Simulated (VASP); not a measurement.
# Co (P6_3/mmc) in VASP: notebook, part 2 of 2

VASP 6.6.1. Earlier steps stand in the parts before.

### Step 3. Single point, PBE, collinear spin, ferromagnetic start (8.48 Å³/atom)

INCAR

```
PREC = Accurate
ENCUT = 520
EDIFF = 1E-7
ISMEAR = -1
SIGMA = 0.05
LREAL = F
LASPH = T
NELM = 150
ALGO = Normal
ISIF = 2
LWAVE = F
LCHARG = T
ISPIN = 2
MAGMOM = 1.7 1.7
LORBIT = 11
LMAXMIX = 4
GGA = PE
LELF = T
LVHAR = T
NBANDS = 20
```

KPOINTS

```
regular mesh
0
Gamma
  17 17 10
```

POSCAR

```
Co
1.0
    2.2972099873      0.0000000000      0.0000000000
   -1.1486049936      1.9894422068      0.0000000000
    0.0000000000      0.0000000000      3.7097728546
Co
2
Direct
    0.3333333333      0.6666666667      0.2500000000
    0.6666666667      0.3333333333      0.7500000000
```

Potentials or basis: VASP PAW PBE potentials, release 64 (Co).

The run is started by

```
cat potpaw_PBE.64/Co/POTCAR > POTCAR
mpirun -np 1 vasp_std > vasp.out
```

OUTCAR:

```text
PREC = Accurate
   ENCUT = 520
   EDIFF = 1E-7
   ISMEAR = -1
   LREAL = F
   LASPH = T
   NELM = 150
   ISIF = 2
   ISPIN = 2
   LORBIT = 11
   GGA = PE

 ion  position               nearest neighbor table
   1  0.333  0.667  0.250-   2 2.28   2 2.28   2 2.28   2 2.28   2 2.28   2 2.28
   2  0.667  0.333  0.750-   1 2.28   1 2.28   1 2.28   1 2.28   1 2.28   1 2.28

  LATTYP: Found a hexagonal cell.
 ALAT       =     2.2972099873
 C/A-ratio  =     1.6149036767

  Lattice vectors:

 A1 = (   2.2972099873,   0.0000000000,   0.0000000000)
 A2 = (  -1.1486049936,   1.9894422068,   0.0000000000)
 A3 = (   0.0000000000,   0.0000000000,   3.7097728546)

Analysis of symmetry for initial positions (statically):
=====================================================================
 Subroutine PRICEL returns:
 Original cell was already a primitive cell.

 Routine SETGRP: Setting up the symmetry group for a
 hexagonal supercell.

 Subroutine GETGRP returns: Found 24 space group operations
 (whereof 12 operations were pure point group operations)
[... 743 lines left out ...]

 spin component 2

 k-point     1 :       0.0000    0.0000    0.0000
  band No.  band energies     occupation
      1       3.8603      1.00000
      2       8.5521      1.00000
      3      12.5604      1.00000
      4      12.5667      1.00000
      5      12.5667      1.00000
      6      13.0957      1.00000
[... 541 lines left out ...]
     19      41.1890      0.00000
     20      47.3472      0.00000

 [... further k-points ...]
[... 5 lines left out ...]
  --------------------------------------------------------------------------------------
  -------------------------------------------------------------------------------------
  Total        9.5102073      9.5102073      9.5102508      0.0000000      0.0000000     -0.0000000
  in kB      898.7134169    898.7134169    898.7175290      0.0000000      0.0000000     -0.0000000
  external PRESSURE =     898.7147876 kB  Pullay stress =       0.0000000 kB

 VOLUME and BASIS-vectors are now :
 -----------------------------------------------------------------------------
  energy-cutoff  :      520.00
  volume of cell :       16.95
      direct lattice vectors                 reciprocal lattice vectors
     2.297209987  0.000000000  0.000000000     0.435310662  0.251326728  0.000000000
    -1.148604994  1.989442207  0.000000000     0.000000000  0.502653456  0.000000000
     0.000000000  0.000000000  3.709772855     0.000000000  0.000000000  0.269558283

 POSITION                                       TOTAL-FORCE (eV/Angst)
 -----------------------------------------------------------------------------------
     -0.00000      1.32629      0.92744         0.000000     -0.000000      0.000000
      1.14860      0.66315      2.78233        -0.000000      0.000000      0.000000
 -----------------------------------------------------------------------------------
    total drift:                                0.000000     -0.000000     -0.000000

  FREE ENERGIE OF THE ION-ELECTRON SYSTEM (eV)
  ---------------------------------------------------
  free  energy   TOTEN  =       -13.0129543770 eV

  energy  without entropy=      -12.9887282360  energy(sigma->0) =      -13.00084131

 total charge

# of ion       s       p       d       tot
------------------------------------------
    1        0.611   0.779   7.495   8.885
    2        0.611   0.779   7.495   8.885
--------------------------------------------------
tot          1.222   1.558  14.990  17.770

 magnetization (x)

# of ion       s       p       d       tot
------------------------------------------
    1       -0.015  -0.049   1.318   1.254
    2       -0.015  -0.049   1.318   1.254
--------------------------------------------------
tot         -0.030  -0.098   2.636   2.508
```

OSZICAR:

```text
N       E                     dE             d eps       ncg     rms          rms(c)
DAV:   1     0.844523390272E+02    0.84452E+02   -0.78449E+03 17292   0.127E+03
DAV:   2    -0.101127017665E+02   -0.94565E+02   -0.84630E+02 16064   0.224E+02
DAV:   3    -0.147653690977E+02   -0.46527E+01   -0.44699E+01 17892   0.582E+01
DAV:   4    -0.148330694715E+02   -0.67700E-01   -0.67643E-01 19228   0.623E+00
DAV:   5    -0.148351818812E+02   -0.21124E-02   -0.21123E-02 18692   0.108E+00    0.203E+01
DAV:   6    -0.131936859482E+02    0.16415E+01   -0.39340E+00 18432   0.451E+01    0.536E+00
DAV:   7    -0.130577371191E+02    0.13595E+00   -0.39176E-01 20376   0.119E+01    0.404E+00
DAV:   8    -0.130154663148E+02    0.42271E-01   -0.13136E-02 24880   0.171E+00    0.203E+00
DAV:   9    -0.130124520885E+02    0.30142E-02   -0.11251E-03 21780   0.399E-01    0.529E-01
DAV:  10    -0.130130952790E+02   -0.64319E-03   -0.63439E-04 18564   0.382E-01    0.119E-01
DAV:  11    -0.130129874508E+02    0.10783E-03   -0.87951E-05 22064   0.120E-01    0.358E-02
DAV:  12    -0.130129636874E+02    0.23763E-04   -0.86869E-06 21248   0.356E-02    0.259E-02
DAV:  13    -0.130129545993E+02    0.90881E-05   -0.21846E-06 21388   0.271E-02    0.951E-03
DAV:  14    -0.130129547749E+02   -0.17553E-06   -0.43584E-07 16164   0.108E-02    0.577E-03
DAV:  15    -0.130129543878E+02    0.38709E-06   -0.20000E-07 15232   0.650E-03    0.743E-04
DAV:  16    -0.130129543770E+02    0.10712E-07   -0.11029E-08  8700   0.104E-03
   1 F= -.13012954E+02 E0= -.13000841E+02  d E =-.242261E-01  mag=     2.5575
```

stdout:

```text
POSCAR found type information on POSCAR Co
 POSCAR found :  1 types and       2 ions
 scaLAPACK will be used
 LDA part: xc-table for (Slater+PW92), standard interpolation
 POSCAR, INCAR and KPOINTS ok, starting setup
 FFT: planning ... GRIDC
 FFT: planning ... GRID_SOFT
 FFT: planning ... GRID
 WAVECAR not read
 entering main loop
```

It took 71 s on 1 thread of Intel Xeon 6975P-C (Granite Rapids), shared host; peak memory 0.21 GiB.

What came out:

```
Free energy                                           : -13.0130 eV
Pressure                                              : 89.9 GPa
Net moment                                            : 2.56 μB per cell
Site moments                                          : Co +1.25 μB
Valence electrons inside the program's atomic spheres : Co 8.88
```

Levels at points of the mesh, in eV from the Fermi level:
Spin up:
```csv
k point,band 6,band 7,band 8,band 9,band 10,band 11,band 12,band 13,band 14,band 15
"(0.00, 0.00, 0.00)",-2.49,-2.49,-1.99,-1.99,-0.37,-0.37,-0.13,8.95,23.98,27.91
"(0.00, 0.00, 0.50)",-3.07,-3.07,-3.07,-0.81,-0.81,-0.81,-0.81,18.15,18.15,24.96
```
Spin down:
| k point | band 4 | band 5 | band 6 | band 7 | band 8 | band 9 | band 10 | band 11 | band 12 | band 13 |
| --- | --- | --- | --- | --- | --- | --- | --- | --- | --- | --- |
| (0.00, 0.00, 0.00) | -1.68 | -1.68 | -1.15 | -1.15 | -0.57 | -0.57 | -0.11 | 1.16 | 1.16 | 9.81 |
| (0.00, 0.00, 0.50) | -2.39 | -1.77 | -1.77 | -1.77 | -1.77 | 0.69 | 0.69 | 0.69 | 0.69 | 18.53 |

Caveat: the cell stands under pressure.
